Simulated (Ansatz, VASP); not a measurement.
Two plane-wave programs on AlNi

```xyz
2
Lattice="2.9193 0.0000 0.0000 0.0000 2.9193 0.0000 0.0000 0.0000 2.9193" Properties=species:S:1:pos:R:3 pbc="T T T"
Al    0.0000    0.0000    0.0000
Ni    1.4597    1.4597    1.4597
```

Alike in both runs: task single point; functional r2SCAN; k mesh 14 × 14 × 14; occupations gaussian, width 0.1 eV; no spin polarisation.

|  | VASP | Ansatz |
| --- | --- | --- |
| version | VASP 6.6.1 | Ansatz 0.2.0 |
| potentials or method | VASP PAW PBE potentials, release 64 (Al, Ni), cutoff 520 eV | scalar-relativistic, plane waves, PAW |
| valence electrons in the cell | 13 | 21 |

Ansatz gave:

```
gap on the k mesh at the Fermi level (eV) : none
pressure (GPa)                            : -9.0
```

Q: Which values does VASP return?

A: gap on the k mesh at the Fermi level (eV): none; pressure (GPa): -9.2.

VASP's potentials were made for PBE, not for r2SCAN. A gap of «none» marks a metal or a gap that the smearing closes. With one functional, cell and mesh, what is left measures potentials, basis and numerics. VASP's potentials hold 13 valence electrons a cell and Ansatz's 21, so a difference there can come from the potentials and not from the codes.
